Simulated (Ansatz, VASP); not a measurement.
# Two plane-wave programs on Te

Contents of POSCAR:

```
Te
1.0
    4.6324895870      0.0000000000      0.0000000000
   -2.3162447935      4.0118536651      0.0000000000
    0.0000000000      0.0000000000      5.8869033494
Te
3
Direct
    0.2535874851      0.0000000000      0.3333333333
    1.0000000000      0.2535874851      0.6666666667
    0.7464125149      0.7464125149      0.0000000000
```

The input INCAR.step1:

```
SYSTEM = Te
PREC = Accurate
ENCUT = 520
ISMEAR = -1
SIGMA = 0.05
LREAL = .FALSE.
LASPH = .TRUE.
NELM = 80
NBANDS = 16
GGA = PE
ALGO = Normal
EDIFF = 1E-4
LWAVE = .TRUE.
LCHARG = .FALSE.
```

The input INCAR.step2:

```
SYSTEM = Te
PREC = Accurate
ENCUT = 520
EDIFF = 1E-6
ISMEAR = -1
SIGMA = 0.05
LREAL = .FALSE.
LASPH = .TRUE.
NELM = 80
ALGO = Normal
ISIF = 2
LWAVE = .FALSE.
LCHARG = .FALSE.
METAGGA = R2SCAN
LMIXTAU = .TRUE.
NBANDS = 16
ISTART = 1
```

Contents of KPOINTS:

```
Automatic mesh
0
G
  4 4 3
  0 0 0
```

Input for Ansatz:

```yaml
crystal:
  lattice:
    - [4.632489587, 0.0, 0.0]
    - [-2.3162447935, 4.0118536651, 0.0]
    - [0.0, 0.0, 5.8869033494]
  atoms:
    - { symbol: Te, position: [0.2535874851, 0.0, 0.3333333333] }
    - { symbol: Te, position: [1.0, 0.2535874851, 0.6666666667] }
    - { symbol: Te, position: [0.7464125149, 0.7464125149, 0.0] }
hamiltonian:
  xc: r2scan
  pseudopotentials:
    kind: paw
    azcp:
      Te: "pseudopotentials/Te.paw.azcp"
basis:
  ecutwfc: 500
  fft_grid_basis: typed
kpoints:
  mp_grid: { grid: [4, 4, 3], shift: [0, 0, 0] }
magnetization:
  spin_polarized: false
scf:
  occupations: { method: fermi_dirac, width: 0.05 }
  lower_state_search: "off"
output:
  stress: true
```

Alike in both runs: task single point; functional r2SCAN; k mesh 4 × 4 × 3; occupations fermi-dirac, width 0.05 eV; no spin polarisation.

```csv
,VASP,Ansatz
version,VASP 6.6.1,Ansatz 0.2.0
potentials or method,"VASP PAW PBE potentials, release 64 (Te), cutoff 520 eV","plane waves (500 eV) with PAW, scalar-relativistic"
valence electrons in the cell,18,48
```

|  | VASP | Ansatz | Ansatz less VASP |
| --- | --- | --- | --- |
| pressure (GPa) | 0.1 | 0.1 | -0.04 |
| traceless stress, the component that is largest in VASP (GPa) | -0.10 | -0.12 | -0.026 |

VASP's potentials were made for PBE, not for r2SCAN. VASP's potentials hold 18 valence electrons a cell and Ansatz's 48, so a difference there can come from the potentials and not from the codes.

Neither program's run includes spin-orbit coupling.
